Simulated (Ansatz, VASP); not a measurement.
## Two plane-wave programs on Mo3H

```xyz
8
Lattice="4.4001 0.0000 0.0000 -2.2001 3.8106 0.0000 0.0000 0.0000 22.2006" Properties=species:S:1:pos:R:3 pbc="T T T"
Mo    2.2001    1.2702    4.0000
Mo    0.0000    2.5404    4.8982
Mo    0.0000    0.0000    5.7963
Mo    2.2001    1.2702    6.6238
Mo    0.0000    2.5404    7.4258
Mo    0.0000    0.0000    8.2006
H    -1.0865    0.0000    9.9306
H     1.0865    0.0000    9.9306
```

Alike in both runs: task single point; functional LDA; k mesh 6 × 6 × 1; occupations gaussian, width 0.1 eV; no spin polarisation.

|  | VASP | Ansatz |
| --- | --- | --- |
| version | VASP 6.6.1 | Ansatz 0.2.0 |
| potentials or method | VASP PAW LDA potentials, release 64 (Mo_sv, H), cutoff 400 eV | scalar-relativistic, plane waves, PAW |
| valence electrons in the cell | 86 | 86 |

```csv
,VASP,Ansatz,Ansatz less VASP
gap on the k mesh at the Fermi level (eV),none,none,-
rms of the force components (eV/Å),1.135,1.114,-0.0209
"work function, face that differs most (eV)",3.79,3.79,-0.002
```

Ansatz warns that its potentials were made for another functional, while VASP's fit it. LDA's correlation is that of Perdew and Zunger in VASP and of Perdew and Wang (1992) in Ansatz. Atom by atom the forces differ by 0.040 eV/Å (rms over components). A gap of «none» marks a metal or a gap that the smearing closes. Ansatz's warnings: vacuum below fermi.
